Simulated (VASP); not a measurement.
Set up this calculation in VASP 6.6.1, as the native input.

```
Task                   : single point
Functional             : r2SCAN
Potentials or basis    : VASP PAW PBE potentials, release 64 (In_d, O)
Cutoff                 : 520 eV
k mesh                 : 12 × 12 × 2
Occupations            : gaussian, width 0.05 eV
Spin                   : no spin polarisation
Dipole correction      : no
Further INCAR settings : ALGO = Normal; EDIFF = 1e-06; NBANDS = 27
```

The system is InO, a slab with vacuum.

```
In O
1.0
     3.59176    0.00000    0.00000
    -1.79588    3.11055    0.00000
     0.00000    0.00000   15.24202
In O
2 2
Direct
  0.66667 0.33333 0.59002
  0.66667 0.33333 0.40998
  0.00000 0.00000 0.63987
  0.00000 0.00000 0.36013
```

This cell differs from its parent crystal: strain +0.040 along x and y, -0.040 along z.

The input as run:

POSCAR

```
InO
1.0
    3.5917583534      0.0000000000      0.0000000000
   -1.7958791767      3.1105539782      0.0000000000
    0.0000000000      0.0000000000     15.2420160000
In O
2 2
Direct
    0.6666666667      0.3333333333      0.5900210000
    0.6666666667      0.3333333333      0.4099790000
    0.0000000000      0.0000000000      0.6398670000
    0.0000000000      0.0000000000      0.3601330000
```

INCAR.step1

```
PREC = Accurate
ENCUT = 520
ISMEAR = 0
SIGMA = 0.05
LREAL = F
LASPH = T
NELM = 60
NBANDS = 27
GGA = PE
ALGO = Normal
EDIFF = 1E-4
LWAVE = T
LCHARG = F
```

INCAR.step2

```
PREC = Accurate
ENCUT = 520
EDIFF = 1E-6
ISMEAR = 0
SIGMA = 0.05
LREAL = F
LASPH = T
NELM = 60
ALGO = Normal
ISIF = 2
LWAVE = F
LCHARG = F
METAGGA = R2SCAN
LMIXTAU = T
NBANDS = 27
ISTART = 1
```

KPOINTS

```
Automatic mesh
0
Gamma
  12 12 2
```

Potentials or basis: VASP PAW PBE potentials, release 64 (In_d, O).

Launch:

```console
$ cat potpaw_PBE.64/In_d/POTCAR potpaw_PBE.64/O/POTCAR > POTCAR
$ cp INCAR.step1 INCAR
$ mpirun -np 1 vasp_std > vasp.out
$ cp INCAR.step2 INCAR
$ mpirun -np 1 vasp_std > vasp.out
```

It gave:

| Quantity | Value |
| --- | --- |
| Largest force | 1.133 eV/Å |
| Band gap on the k mesh | 0.72 eV (least direct gap 1.18 eV) |

Caveat: the cell differs from its parent crystal (strain +0.040 along x and y, -0.040 along z); there is no dipole correction, which matters where the two faces differ; semilocal functionals underestimate gaps, and a narrow one can read as zero; the PAW data sets were made with another functional, which shifts forces and pressure a little; spin-orbit coupling is left out, which moves the levels of the heavy elements.

It took 21 min on 1 thread of Intel Xeon 8259CL (shared host), peak memory 0.42 GiB.
